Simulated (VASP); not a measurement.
# Ni in VASP: notebook

Ni is run at these levels: BLYP; tasks: single point.

Everything below comes from runs of VASP 6.6.1. Logs are shortened: lines on timing, memory, paths and dates and some standing lists are left out, and cuts for length are marked.

## (1) The cell of the first run

It takes space group Fm-3m (No. 225, cubic). The conventional cell has a = 3.577 Å, b = 3.577 Å, c = 3.577 Å, α = 90.00°, β = 90.00°, γ = 90.00°. Ni (site symmetry m-3m) has 12 Ni at 2.53 Å within 3.3 Å.

## (2) Single point, BLYP, collinear spin, ferromagnetic start

The input, INCAR:

```
SYSTEM = Ni
PREC = Accurate ; ENCUT = 600
EDIFF = 1E-6 ; ISMEAR = -1
SIGMA = 0.1 ; LREAL = .False.
LASPH = .True. ; NELM = 200
ALGO = Normal ; ISIF = 2
LWAVE = .False. ; LCHARG = .False.
ISPIN = 2 ; MAGMOM = 0.657
LORBIT = 11 ; LMAXMIX = 4
GGA = B5 ; ALDAX = 1.0
AGGAX = 1.0 ; AGGAC = 1.0
ALDAC = 0.0 ; NBANDS = 15
GGA_COMPAT = .False.
```

The input, KPOINTS:

```
Automatic mesh
0
Gamma
  8 8 8
  0 0 0
```

The input, POSCAR:

```
Ni
1.0
    0.0000000000      1.7886813575      1.7886813575
    1.7886813575      0.0000000000      1.7886813575
    1.7886813575      1.7886813575      0.0000000000
Ni
1
Direct
    0.0000000000      0.0000000000      0.0000000000
```

Potentials or basis: VASP PAW PBE potentials, release 64 (Ni).

Launch:

```
$ cat potpaw_PBE.64/Ni/POTCAR > POTCAR
$ mpirun -np 1 vasp_std > vasp.out
```

OUTCAR:

```text
SYSTEM = Ni
   PREC = Accurate
   ENCUT = 600
   EDIFF = 1E-6
   ISMEAR = -1
   LREAL = .False.
   LASPH = .True.
   NELM = 200
   ISIF = 2
   ISPIN = 2
   LORBIT = 11
   GGA = B5

 ion  position               nearest neighbor table
   1  0.000  0.000  0.000-

  LATTYP: Found a face centered cubic cell.
 ALAT       =     3.5773627150

  Lattice vectors:

 A1 = (   0.0000000000,   1.7886813575,   1.7886813575)
 A2 = (   1.7886813575,   0.0000000000,   1.7886813575)
 A3 = (   1.7886813575,   1.7886813575,   0.0000000000)

Analysis of symmetry for initial positions (statically):
=====================================================================
 Subroutine PRICEL returns:
 Original cell was already a primitive cell.

 Routine SETGRP: Setting up the symmetry group for a
 face centered cubic supercell.

 Subroutine GETGRP returns: Found 48 space group operations
 (whereof 48 operations were pure point group operations)
 out of a pool of 48 trial point group operations.

The static configuration has the point symmetry O_h .

Analysis of symmetry for dynamics (positions and initial velocities):
=====================================================================
 Subroutine PRICEL returns:
 Original cell was already a primitive cell.

 Routine SETGRP: Setting up the symmetry group for a
 face centered cubic supercell.

 Subroutine GETGRP returns: Found 48 space group operations
 (whereof 48 operations were pure point group operations)
 out of a pool of 48 trial point group operations.

The dynamic configuration has the point symmetry O_h .

Analysis of structural, dynamic, and magnetic symmetry:
=====================================================================
 Subroutine PRICEL returns:
 Original cell was already a primitive cell.

 Routine SETGRP: Setting up the symmetry group for a
 face centered cubic supercell.

 Subroutine GETGRP returns: Found 48 space group operations
 (whereof 48 operations were pure point group operations)
 out of a pool of 48 trial point group operations.

The overall configuration has the point symmetry O_h .

 Subroutine INISYM returns: Found 48 space group operations
 (whereof 48 operations are pure point group operations),
 and found     1 'primitive' translations

----------------------------------------------------------------------------------------

                                     Primitive cell

  volume of cell :      11.4453

  direct lattice vectors                    reciprocal lattice vectors
     0.000000000  1.788681358  1.788681358    -0.279535535  0.279535535  0.279535535
     1.788681358  0.000000000  1.788681358     0.279535535 -0.279535535  0.279535535
     1.788681358  1.788681358  0.000000000     0.279535535  0.279535535 -0.279535535

  length of vectors
     2.529577435  2.529577435  2.529577435     0.484169749  0.484169749  0.484169749

  position of ions in fractional coordinates (direct lattice)
     0.000000000  0.000000000  0.000000000

  ion indices of the primitive-cell ions
   primitive index   ion index
                 1           1

----------------------------------------------------------------------------------------

 KPOINTS: Automatic mesh

Automatic generation of k-mesh.
 Grid dimensions read from file:
 generate k-points for:    8    8    8

 Generating k-lattice:

  Cartesian coordinates                     Fractional coordinates (reciprocal lattice)
    -0.034941942  0.034941942  0.034941942     0.125000000  0.000000000  0.000000000
     0.034941942 -0.034941942  0.034941942     0.000000000  0.125000000  0.000000000
     0.034941942  0.034941942 -0.034941942     0.000000000  0.000000000  0.125000000

  Length of vectors
     0.060521219  0.060521219  0.060521219

  Shift w.r.t. Gamma in fractional coordinates (k-lattice)
     0.000000000  0.000000000  0.000000000

 Subroutine IBZKPT returns following result:
 ===========================================

 Found     29 irreducible k-points:

 Following reciprocal coordinates:
            Coordinates               Weight
  0.000000  0.000000  0.000000      1.000000
  0.125000  0.000000  0.000000      8.000000
  0.250000  0.000000  0.000000      8.000000
  0.375000  0.000000  0.000000      8.000000
  0.500000  0.000000  0.000000      4.000000
  0.125000  0.125000  0.000000      6.000000
[... 16 lines left out ...]
  0.500000  0.250000  0.125000     48.000000
 -0.375000  0.250000  0.125000     24.000000
 [... further k-points ...]
   k-points           NKPTS =     29   k-points in BZ     NKDIM =     29   number of bands    NBANDS=     15
   number of dos      NEDOS =    301   number of ions     NIONS =      1
   total plane-waves  NPLWV =   8000
   dimension x,y,z NGX =    20 NGY =   20 NGZ =   20
   dimension x,y,z NGXF=    40 NGYF=   40 NGZF=   40
   ions per type =               1
   NGX,Y,Z   is equivalent  to a cutoff of  13.14, 13.14, 13.14 a.u.
   NGXF,Y,Z  is equivalent  to a cutoff of  26.29, 26.29, 26.29 a.u.
 SYSTEM =  Ni
   PREC   = accura    normal or accurate (medium, high low for compatibility)
   ISTART =      0    job   : 0-new  1-cont  2-samecut
   ICHARG =      2    charge: 1-file 2-atom 10-const
   ISPIN  =      2    spin polarized calculation?
   LNONCOLLINEAR =      F non collinear calculations
   LSORBIT =      F    spin-orbit coupling
   LASPH  =      T    aspherical Exc in radial PAW
   ENCUT  =  600.0 eV  44.10 Ry    6.64 a.u.   5.05  5.05  5.05*2*pi/ulx,y,z
   NELM   =    200;   NELMIN=  2; NELMDL= -5     # of ELM steps
   EDIFF  = 0.1E-05   stopping-criterion for ELM
   LREAL  =      F    real-space projection
   EDIFFG = 0.1E-04   stopping-criterion for IOM
   NSW    =      0    number of steps for IOM
   IBRION =     -1    ionic relax: 0-MD 1-quasi-New 2-CG
   NFREE  =      0    steps in history (QN), initial steepest desc. (CG)
   ISIF   =      2    stress and relaxation
   ISYM   =      2    0-nonsym 1-usesym 2-fastsym
   POTIM  = 0.5000    time-step for ionic-motion
   TEBEG  =    0.0;   TEEND  =   0.0 temperature during run
   PSTRESS=    0.0 pullay stress
   NELECT =      10.0000    total number of electrons
   NUPDOWN=      -1.0000    fix difference up-down
   EMIN   =  10.00;   EMAX   =-10.00  energy-range for DOS
   EFERMI =   0.00;   METHOD = LEGACY
   ISMEAR =    -1;   SIGMA  =   0.10  broadening in eV -4-tet -1-fermi 0-gaus
   EFERMI_NEDOS =   21; number of points for ismear=-14 and -15
   IALGO  =     38    algorithm
   IMIX   =      4    mixing-type and parameters
     AMIX     =   0.40;   BMIX     =  1.00
     AMIX_MAG =   1.60;   BMIX_MAG =  1.00
  volume/ion in A,a.u.               =      11.45        77.24
  Fermi-wavevector in a.u.,A,eV,Ry     =   1.565063  2.957540 33.326416  2.449423
  Thomas-Fermi vector in A             =   2.667595
   LORBIT       =     11    0 simple, 1 ext, 2 COOP (PROOUT), +10 PAW based schemes
   GGA     = B5    functional components
   LHFCALC =     F    Hartree Fock is set to
   AEXX    =    0.0000 exact exchange contribution
   IVDW    =     0    specifies the selected vdW correction
   LEPSILON=     F    determine dielectric tensor
   LRPA    =     F    only Hartree local field effects (RPA)
 spin polarized calculation
  energy-cutoff  :      600.00
  volume of cell :       11.45
 maximum number of plane-waves:       392
   NGX = 11   NGY = 11   NGZ = 11

 number of electron      10.0000000 magnetization       0.6570000

 number of electron       9.9999996 magnetization       0.6801985

 Free energy of the ion-electron system (eV)
  ---------------------------------------------------
  ext. energy  EPLUGINS =         0.00000000
  ---------------------------------------------------
  free energy    TOTEN  =        -4.63599734 eV

  energy without entropy =       -4.57858940  energy(sigma->0) =       -4.60729337

 E-fermi :   9.1251     XC(G=0): -12.3730

 val. band max:        9.0766427001   @ k =   0.3750   0.3750   0.0000
 cond. band min:       9.1300531757   @ k =   0.3750   0.1250   0.0000
 fundamental gap:      0.0534104756
 Fermi energy:         9.1251381552

 spin component 1

 k-point     1 :       0.0000    0.0000    0.0000
  band No.  band energies     occupation
      1       0.6019      1.00000
      2       6.7970      1.00000
      3       6.7970      1.00000
      4       6.7970      1.00000
      5       7.8701      1.00000
      6       7.8701      1.00000
      7      32.7746      0.00000
      8      35.9305      0.00000
      9      35.9305      0.00000
     10      35.9305      0.00000
     11      38.8212      0.00000
     12      38.8212      0.00000
     13      38.8212      0.00000
     14      42.3600      0.00000
     15      47.3789      0.00000
[... 397 lines left out ...]
 k-point    24 :      -0.3750    0.2500    0.1250
  band No.  band energies     occupation
      1       5.3980      1.00000
      2       6.2176      1.00000
      3       6.7711      1.00000
      4       7.3904      1.00000
      5       8.4135      0.99919
      6      12.5055      0.00000
      7      14.9005      0.00000
      8      24.8593      0.00000
      9      25.3352      0.00000
     10      34.2211      0.00000
     11      38.2563      0.00000
     12      45.5245      0.00000
     13      47.5682      0.00000
     14      48.1548      0.00000
     15      49.6412      0.00000

 [... further k-points ...]

 spin component 2

 k-point     1 :       0.0000    0.0000    0.0000
  band No.  band energies     occupation
      1       0.6086      1.00000
      2       7.5741      1.00000
      3       7.5741      1.00000
      4       7.5741      1.00000
      5       8.4922      0.99822
      6       8.4922      0.99822
      7      32.6626      0.00000
      8      35.9659      0.00000
      9      35.9659      0.00000
     10      35.9659      0.00000
     11      38.9710      0.00000
     12      38.9710      0.00000
     13      38.9710      0.00000
     14      42.2855      0.00000
     15      47.5658      0.00000
[... 397 lines left out ...]
 k-point    24 :      -0.3750    0.2500    0.1250
  band No.  band energies     occupation
      1       5.9359      1.00000
      2       6.6824      1.00000
      3       7.3986      1.00000
      4       8.0331      0.99998
      5       9.2237      0.27185
      6      12.7785      0.00000
      7      15.2636      0.00000
      8      24.9703      0.00000
      9      25.4712      0.00000
     10      34.2590      0.00000
     11      38.3385      0.00000
     12      45.5293      0.00000
     13      47.6605      0.00000
     14      48.2796      0.00000
     15      49.9136      0.00000

 [... further k-points ...]
[... 5 lines left out ...]
  --------------------------------------------------------------------------------------
  -------------------------------------------------------------------------------------
  Total        0.0509121      0.0509121      0.0509121     -0.0000000      0.0000000     -0.0000000
  in kB        7.1269330      7.1269330      7.1269330     -0.0000000      0.0000000     -0.0000000
  external PRESSURE =       7.1269330 kB  Pullay stress =       0.0000000 kB

 VOLUME and BASIS-vectors are now :
 -----------------------------------------------------------------------------
  energy-cutoff  :      600.00
  volume of cell :       11.45
      direct lattice vectors                 reciprocal lattice vectors
     0.000000000  1.788681358  1.788681358    -0.279535535  0.279535535  0.279535535
     1.788681358  0.000000000  1.788681358     0.279535535 -0.279535535  0.279535535
     1.788681358  1.788681358  0.000000000     0.279535535  0.279535535 -0.279535535

 POSITION                                       TOTAL-FORCE (eV/Angst)
 -----------------------------------------------------------------------------------
      0.00000      0.00000      0.00000         0.000000      0.000000     -0.000000
 -----------------------------------------------------------------------------------
    total drift:                               -0.000000     -0.000000     -0.000000

  FREE ENERGIE OF THE ION-ELECTRON SYSTEM (eV)
  ---------------------------------------------------
  free  energy   TOTEN  =        -4.6359973435 eV

  energy  without entropy=       -4.5785894022  energy(sigma->0) =       -4.60729337

 total charge

# of ion       s       p       d       tot
------------------------------------------
    1        0.482   0.443   8.344   9.269

 magnetization (x)

# of ion       s       p       d       tot
------------------------------------------
    1       -0.004  -0.019   0.713   0.690
```

Wall time 11 s (1 thread of AMD EPYC 9R45 (Zen 5), shared host); peak memory 0.1 GiB.

What came out:

| Property | Result |
| --- | --- |
| Free energy | -4.6360 eV |
| Pressure | 0.7 GPa |
| Net moment | 0.68 μB per cell |
| Site moments | Ni +0.69 μB |
| Valence electrons inside the program's atomic spheres | Ni 9.27 |

Caveat: the k points lie up to 0.38 Å⁻¹ apart; the PAW data sets were made with another functional, which shifts forces and pressure a little.

## (3) Single point, BLYP, collinear spin, antiferromagnetic start

This run uses another cell than the first one: it holds 2 atoms, not 1.

The input, INCAR:

```
SYSTEM = Ni
AGGAC = 1.0
AGGAX = 1.0
ALDAC = 0.0
ALDAX = 1.0
ALGO = Normal
EDIFF = 1E-6
ENCUT = 520
GGA = B5
ISIF = 2
ISMEAR = -1
ISPIN = 2
LASPH = .TRUE.
LCHARG = .TRUE.
LELF = .TRUE.
LMAXMIX = 4
LORBIT = 11
LREAL = .FALSE.
LVHAR = .TRUE.
LWAVE = .FALSE.
MAGMOM = 0.8 -0.8
NBANDS = 21
NELM = 150
PREC = Accurate
SIGMA = 0.05
```

The input, KPOINTS:

```
k-points
0
G
  13 13 9
  0 0 0
```

The input, POSCAR:

```
Ni
1.0
    2.5246511913      0.0000000000      0.0000000000
    0.0000000000      2.5246511913      0.0000000000
    0.0000000000      0.0000000000      3.5720159492
Ni
2
Direct
    0.0000000000      0.0000000000      0.0000000000
    0.5000000000      0.5000000000      0.5000000000
```

Potentials or basis: VASP PAW PBE potentials, release 64 (Ni).

Launch:

```
$ cat potpaw_PBE.64/Ni/POTCAR > POTCAR
$ mpirun -np 1 vasp_std > vasp.out
```

Run time: 89 s. Hardware: 1 thread of Intel Xeon 6975P-C (Granite Rapids), shared host; peak memory 0.2 GiB.

The run converged. Its results:

- Free energy: -9.1335 eV
- Pressure: 0.2 GPa
- Band gap on the k mesh: zero (filled and empty bands overlap)
- Net moment: 0.00 μB per cell
- Site moments: Ni +0.11, -0.11 μB
- Valence electrons inside the program's atomic spheres: Ni 9.28

Levels at points of the mesh, in eV from the Fermi level:
Spin up:
| k point | band 6 | band 7 | band 8 | band 9 | band 10 | band 11 | band 12 | band 13 | band 14 | band 15 |
| --- | --- | --- | --- | --- | --- | --- | --- | --- | --- | --- |
| (0.00, 0.00, 0.00) | -1.74 | -0.73 | -0.73 | -0.05 | 0.16 | 0.16 | 2.75 | 9.24 | 14.66 | 14.66 |
Spin down:
```csv
k point,band 7,band 8,band 9,band 10,band 11,band 12,band 13,band 14
"(0.00, 0.00, 0.00)",-0.73,-0.73,-0.05,0.16,0.16,2.75,9.24,14.66
```

Caveat: the PAW data sets were made with another functional, which shifts forces and pressure a little.
